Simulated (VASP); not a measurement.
A run of VASP 6.6.1 is set up as follows.

POSCAR

```
C
1.0
    1.2281353055     -2.1265074805      0.0000000000
    1.2281353055      2.1265074805      0.0000000000
    0.0000000000      0.0000000000      7.1177917059
C
4
Direct
    0.0833139592      0.9166860408      0.7499120843
    0.5833139592      0.4166860408      0.2500879157
    0.9166860408      0.0833139592      0.2500879157
    0.4166860408      0.5833139592      0.7499120843
```

Contents of INCAR.step1:

```
ALGO = Normal
EDIFF = 1E-4
ENCUT = 520
GGA = PE
ISMEAR = 0
LASPH = T
LCHARG = F
LREAL = F
LWAVE = T
NBANDS = 16
NELM = 60
PREC = Accurate
SIGMA = 0.1
```

File INCAR.step2:

```
ALGO = Normal
EDIFF = 1E-6
ENCUT = 520
ISIF = 2
ISMEAR = 0
ISTART = 1
LASPH = T
LCHARG = T
LELF = T
LMIXTAU = T
LREAL = F
LVHAR = T
LWAVE = F
METAGGA = R2SCAN
NBANDS = 16
NELM = 60
PREC = Accurate
SIGMA = 0.1
```

File KPOINTS:

```
k-points
0
Gamma
  18 18 6
```

Potentials or basis: VASP PAW PBE potentials, release 64 (C).

Launch:

```bash
$ cat potpaw_PBE.64/C/POTCAR > POTCAR
$ cp INCAR.step1 INCAR
$ mpirun -np 1 vasp_std > vasp.out
$ cp INCAR.step2 INCAR
$ mpirun -np 1 vasp_std > vasp.out
```

Question: Predict the largest force.

Answer: 0.005 eV/Å.

Question: Predict the pressure.

Answer: 0.6 GPa.

Stress tensor (GPa, compression positive):
```
 1.02  0.00  0.00
 0.00  0.99  0.00
 0.00  0.00 -0.13
```

Caveat: the PAW data sets were made with another functional, which shifts forces and pressure a little.
